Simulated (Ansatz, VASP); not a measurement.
Na: VASP beside Ansatz

File INCAR:

```
SYSTEM = Na
  ALGO = Fast
  EDIFF = 1E-7
  ENCUT = 520
  GGA = PE
  ISIF = 2
  ISMEAR = 0
  LASPH = .True.
  LCHARG = .False.
  LREAL = .False.
  LWAVE = .False.
  NBANDS = 10
  NELM = 80
  PREC = Accurate
  SIGMA = 0.15
```

File KPOINTS:

```
k-points
0
Gamma
  16 16 16
  0 0 0
```

File POSCAR:

```
Na
1.0
   -2.0910312500      2.1175000000      2.0910312500
    2.1439687500     -2.1175000000      2.1439687500
    2.0910312500      2.1175000000     -2.0910312500
Na
1
Direct
    0.0000000000      0.0000000000      0.0000000000
```

Input for Ansatz:

```yaml
crystal:
  lattice:
    - [-2.09103125, 2.1175, 2.09103125]
    - [2.14396875, -2.1175, 2.14396875]
    - [2.09103125, 2.1175, -2.09103125]
  atoms:
    - { symbol: Na, position: [0.0, 0.0, 0.0] }
basis:
  ecutwfc: 420
kpoints:
  mp_grid: { grid: [16, 16, 16] }
hamiltonian:
  xc: pbe
scf:
  occupations: { method: gaussian, width: 0.15 }
output:
  forces: true
  stress: true
  eigenvalues: true
```

Change from the starting cell: strain +0.0250 x Voigt [0, 0, 0, 0, 1, 0], atoms carried along.

Alike in both runs: task single point; functional PBE; k mesh 16 × 16 × 16; occupations gaussian, width 0.15 eV; no spin polarisation.

|  | VASP | Ansatz |
| --- | --- | --- |
| version | VASP 6.6.1 | Ansatz 0.2.0 |
| potentials or method | VASP PAW PBE potentials, release 64 (Na_pv), cutoff 520 eV | scalar-relativistic, plane waves, PAW |
| valence electrons in the cell | 7 | 9 |

```csv
,VASP,Ansatz,Ansatz less VASP
gap on the k mesh at the Fermi level (eV),none,none,-
pressure (GPa),-0.2,-0.2,+0.01
"traceless stress, the component that is largest in VASP (GPa)",-0.16,-0.16,+0.002
```

A gap of «none» marks a metal or a gap that the smearing closes. VASP's potentials hold 7 valence electrons a cell and Ansatz's 9, so a difference there can come from the potentials and not from the codes.
